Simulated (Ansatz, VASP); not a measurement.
## Te: VASP beside Ansatz

```
Te
1.0
     3.22211    0.00000    0.00000
     0.00000    3.22211    0.00000
     0.00000    0.00000    3.22211
Te
1
Direct
  0.00000 0.00000 0.00000
```

Alike in both runs: functional revPBE; k mesh 10 × 10 × 10; occupations fermi-dirac, width 0.1 eV; no spin polarisation.

Ansatz relaxed the structure, and its values are those at the end. VASP's run is a single point on that final structure, the one shown.

```csv
,VASP,Ansatz
version,VASP 6.6.1,Ansatz 0.2.0
potentials or method,"VASP PAW PBE potentials, release 64 (Te), cutoff 520 eV","plane waves (420 eV) with PAW, scalar-relativistic"
valence electrons in the cell,6,16
```

```tsv
	VASP	Ansatz	Ansatz less VASP
pressure (GPa)	-0.1	0.0	+0.06
```

VASP's potentials were made for PBE, not for revPBE. VASP's potentials hold 6 valence electrons a cell and Ansatz's 16, so a difference there can come from the potentials and not from the codes.

Neither program's run includes spin-orbit coupling.
